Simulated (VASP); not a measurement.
# NaCl (Fm-3m) in VASP: a series of runs, part 2 of 2

VASP 6.6.1. Earlier steps stand in the parts before.

### Step 3. Single point, PBE (22.41 Å³/atom)

This run uses another cell than the first one, of 22.41 Å³/atom.

The input, INCAR:

```
  PREC = Accurate
  ENCUT = 520
  EDIFF = 1E-6
  ISMEAR = 0
  SIGMA = 0.02
  LREAL = F
  LASPH = T
  NELM = 60
  ALGO = Normal
  ISIF = 2
  LWAVE = F
  LCHARG = F
  GGA = PE
  NBANDS = 14
```

The input, KPOINTS:

```
Automatic mesh
0
Gamma
  8 8 8
```

The input, POSCAR:

```
NaCl
1.0
    0.0000000000      2.8193982467      2.8193982467
    2.8193982467      0.0000000000      2.8193982467
    2.8193982467      2.8193982467      0.0000000000
Na Cl
1 1
Direct
    0.5000000000      0.5000000000      0.5000000000
    0.0000000000      0.0000000000      0.0000000000
```

Potentials or basis: VASP PAW PBE potentials, release 64 (Na_pv, Cl).

Run with:

```sh
$ cat potpaw_PBE.64/Na_pv/POTCAR potpaw_PBE.64/Cl/POTCAR > POTCAR
$ mpirun -np 1 vasp_std > vasp.out
```

OUTCAR:

```text
PREC = Accurate
   ENCUT = 520
   EDIFF = 1E-6
   ISMEAR = 0
   LREAL = F
   LASPH = T
   NELM = 60
   ISIF = 2
   GGA = PE

 ion  position               nearest neighbor table
   1  0.500  0.500  0.500-
   2  0.000  0.000  0.000-

  LATTYP: Found a face centered cubic cell.
 ALAT       =     5.6387964934

  Lattice vectors:

 A1 = (   0.0000000000,   2.8193982467,   2.8193982467)
 A2 = (   2.8193982467,   0.0000000000,   2.8193982467)
 A3 = (   2.8193982467,   2.8193982467,   0.0000000000)

Analysis of symmetry for initial positions (statically):
=====================================================================
 Subroutine PRICEL returns:
 Original cell was already a primitive cell.

 Routine SETGRP: Setting up the symmetry group for a
 face centered cubic supercell.

 Subroutine GETGRP returns: Found 48 space group operations
 (whereof 48 operations were pure point group operations)
 out of a pool of 48 trial point group operations.

The static configuration has the point symmetry O_h .

Analysis of symmetry for dynamics (positions and initial velocities):
=====================================================================
 Subroutine PRICEL returns:
 Original cell was already a primitive cell.

 Routine SETGRP: Setting up the symmetry group for a
 face centered cubic supercell.

 Subroutine GETGRP returns: Found 48 space group operations
 (whereof 48 operations were pure point group operations)
 out of a pool of 48 trial point group operations.

The dynamic configuration has the point symmetry O_h .

 Subroutine INISYM returns: Found 48 space group operations
 (whereof 48 operations are pure point group operations),
 and found     1 'primitive' translations

----------------------------------------------------------------------------------------

                                     Primitive cell
[... 118 lines left out ...]
   AEXX    =    0.0000 exact exchange contribution
   IVDW    =     0    specifies the selected vdW correction
   LEPSILON=     F    determine dielectric tensor
   LRPA    =     F    only Hartree local field effects (RPA)
 non-spin polarized calculation
 Gauss-broadening in eV      SIGMA  =   0.02
  energy-cutoff  :      520.00
  volume of cell :       44.82
 maximum number of plane-waves:      1243
 NGX is ok and might be reduce to    30
   NGX = 15   NGY = 15   NGZ = 15

 number of electron      13.9999997 magnetization

 Free energy of the ion-electron system (eV)
  ---------------------------------------------------
  ext. energy  EPLUGINS =         0.00000000
  ---------------------------------------------------
  free energy    TOTEN  =        -6.77455095 eV

  energy without entropy =       -6.77455095  energy(sigma->0) =       -6.77455095

 E-fermi :  -0.6217     XC(G=0):  -8.1690

 val. band max:       -0.7281241943   @ k =   0.0000   0.0000   0.0000
 cond. band min:       4.3814399329   @ k =   0.0000   0.0000   0.0000
 fundamental gap:      5.1095641272
 Fermi energy:        -0.6217292071

 k-point     1 :       0.0000    0.0000    0.0000
  band No.  band energies     occupation
      1     -21.5453      2.00000
      2     -21.5453      2.00000
      3     -21.5453      2.00000
      4     -13.3882      2.00000
      5      -0.7281      2.00000
      6      -0.7281      2.00000
      7      -0.7281      2.00000
      8       4.3814      0.00000
      9      10.3932      0.00000
     10      10.3932      0.00000
     11      10.3932      0.00000
     12      12.5547      0.00000
     13      12.5547      0.00000
     14      14.1617      0.00000
[... 377 lines left out ...]
      1     -21.5688      2.00000
      2     -21.5534      2.00000
      3     -21.5497      2.00000
      4     -13.0188      2.00000
      5      -2.3790      2.00000
      6      -1.4899      2.00000
      7      -1.1394      2.00000
      8       7.6039      0.00000
      9       8.8167      0.00000
     10       9.5363      0.00000
     11      11.0071      0.00000
     12      13.6262      0.00000
     13      14.8879      0.00000
     14      15.9149      0.00000

 [... further k-points ...]

------------------------ aborting loop because EDIFF is reached ----------------------------------------

  FORCE on cell =-STRESS in cart. coord.  units (eV):
  Direction    XX          YY          ZZ          XY          YZ          ZX
  --------------------------------------------------------------------------------------
  -------------------------------------------------------------------------------------
  Total        0.2073291      0.2073291      0.2073291      0.0000000      0.0000000      0.0000000
  in kB        7.4109088      7.4109088      7.4109088      0.0000000      0.0000000      0.0000000
  external PRESSURE =       7.4109088 kB  Pullay stress =       0.0000000 kB

 VOLUME and BASIS-vectors are now :
 -----------------------------------------------------------------------------
  energy-cutoff  :      520.00
  volume of cell :       44.82
      direct lattice vectors                 reciprocal lattice vectors
     0.000000000  2.819398247  2.819398247    -0.177342807  0.177342807  0.177342807
     2.819398247  0.000000000  2.819398247     0.177342807 -0.177342807  0.177342807
     2.819398247  2.819398247  0.000000000     0.177342807  0.177342807 -0.177342807

 POSITION                                       TOTAL-FORCE (eV/Angst)
 -----------------------------------------------------------------------------------
      2.81940      2.81940      2.81940         0.000000      0.000000      0.000000
      0.00000      0.00000      0.00000        -0.000000     -0.000000     -0.000000
 -----------------------------------------------------------------------------------
    total drift:                                0.000000      0.000000      0.000000

  FREE ENERGIE OF THE ION-ELECTRON SYSTEM (eV)
  ---------------------------------------------------
  free  energy   TOTEN  =        -6.7745509494 eV

  energy  without entropy=       -6.7745509494  energy(sigma->0) =       -6.77455095
```

stdout:

```text
POSCAR found type information on POSCAR NaCl
 POSCAR found :  2 types and       2 ions
 scaLAPACK will be used
 LDA part: xc-table for (Slater+PW92), standard interpolation
 POSCAR, INCAR and KPOINTS ok, starting setup
 FFT: planning ... GRIDC
 FFT: planning ... GRID_SOFT
 FFT: planning ... GRID
 WAVECAR not read
 entering main loop
```

It took 26 s on 1 thread of Intel Xeon 8259CL, shared host; peak memory 0.16 GiB.

What came out:

| Item | Value |
| --- | --- |
| Free energy | -6.7746 eV |
| Pressure | 0.7 GPa |
| Band gap on the k mesh | 5.11 eV |

A k mesh can miss the band edges.

### Step 4. Single point, PBE

This run uses another cell than the first one, of 23.10 Å³/atom.

The input, INCAR:

```
SYSTEM = NaCl
PREC = Accurate ; ENCUT = 520
EDIFF = 1E-6 ; ISMEAR = 0
SIGMA = 0.02 ; LREAL = .FALSE.
LASPH = .TRUE. ; NELM = 60
ALGO = Normal ; ISIF = 2
LWAVE = .FALSE. ; LCHARG = .TRUE.
GGA = PE ; LELF = .TRUE.
LVHAR = .TRUE. ; NBANDS = 14
```

The input, KPOINTS:

```
regular mesh
0
G
  8 8 8
  0 0 0
```

The input, POSCAR:

```
NaCl
1.0
    0.0000000000      2.8481696037      2.8481696037
    2.8481696037      0.0000000000      2.8481696037
    2.8481696037      2.8481696037      0.0000000000
Na Cl
1 1
Direct
    0.5000000000      0.5000000000      0.5000000000
    0.0000000000      0.0000000000      0.0000000000
```

Run with:

```sh
$ cat potpaw_PBE.64/Na_pv/POTCAR potpaw_PBE.64/Cl/POTCAR > POTCAR
$ mpirun -np 1 vasp_std > vasp.out
```

Wall time 25 s (1 thread of Intel Xeon 8259CL, shared host); peak memory 0.16 GiB.

Results (log left out):

```yaml
Free_energy: -6.7779 eV
Pressure: 0.0 GPa
Band_gap_on_the_k_mesh: 4.99 eV
```

Levels at points of the mesh, in eV from the valence-band top:
```tsv
k point	band 5	band 6	band 7	band 8	band 9	band 10
(0.00, 0.00, 0.00)	0.00	0.00	0.00	4.99	11.09	11.09
(0.50, 0.00, 0.00)	-1.84	-0.25	-0.25	7.22	10.38	10.90
(0.50, 0.50, 0.00)	-1.58	-0.57	-0.57	7.45	8.10	11.11
```

### Step 5. Summary

```tsv
cell	gap on the mesh (eV)	pressure (GPa)
a = 3.946 Å, angles 60.0°, 2 atoms	5.23	1.7
a = 3.987 Å, angles 60.0°, 2 atoms	5.11	0.7
a = 4.028 Å, angles 60.0°, 2 atoms	4.99	0.0
```

Alike in all rows: task single point; level PBE; potentials or basis VASP PAW PBE potentials, release 64 (Na_pv, Cl); no spin polarisation; k mesh 8 × 8 × 8; cutoff (eV) 520; smearing gaussian 0.02 eV.

Total energies depend on the potentials used, so only differences within one code and one set of settings carry meaning.
